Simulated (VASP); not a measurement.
Here is a VASP 6.6.1 calculation.

File INCAR:

```
SYSTEM = Nb
PREC = Accurate
ENCUT = 500
EDIFF = 1E-6
ISMEAR = 0
SIGMA = 0.1
LREAL = .FALSE.
LASPH = .TRUE.
NELM = 120
ALGO = Normal
ISIF = 2
LWAVE = .FALSE.
LCHARG = .FALSE.
GGA = PS
NBANDS = 20
GGA_COMPAT = .FALSE.
```

File KPOINTS:

```
regular mesh
0
G
  6 6 4
  0 0 0
```

File POSCAR:

```
Nb
1.0
    2.8329967259      0.0000000000      0.0000000000
   -1.4164983629      2.4534471335      0.0000000000
    0.0000000000      0.0000000000      5.1867429067
Nb
2
Direct
    0.3333333333      0.6666666667      0.2500000000
    0.6666666667      0.3333333333      0.7500000000
```

Potentials or basis: VASP PAW PBE potentials, release 64 (Nb_sv).

Run with:

```sh
$ cat potpaw_PBE.64/Nb_sv/POTCAR > POTCAR
$ mpirun -np 1 vasp_std > vasp.out
```

Question: Predict the band gap on the k mesh.

Answer: Zero (band 13 reaches 13.59 eV, above the bottom of band 14 at 10.53 eV).

Question: Predict the pressure.

Answer: -2.0 GPa.

Stress tensor (GPa, compression positive):
```
-3.45  0.00  0.00
 0.00 -3.45  0.00
 0.00  0.00  0.86
```

Caveat: the k points lie up to 0.43 Å⁻¹ apart; the PAW data sets were made with another functional, which shifts forces and pressure a little.
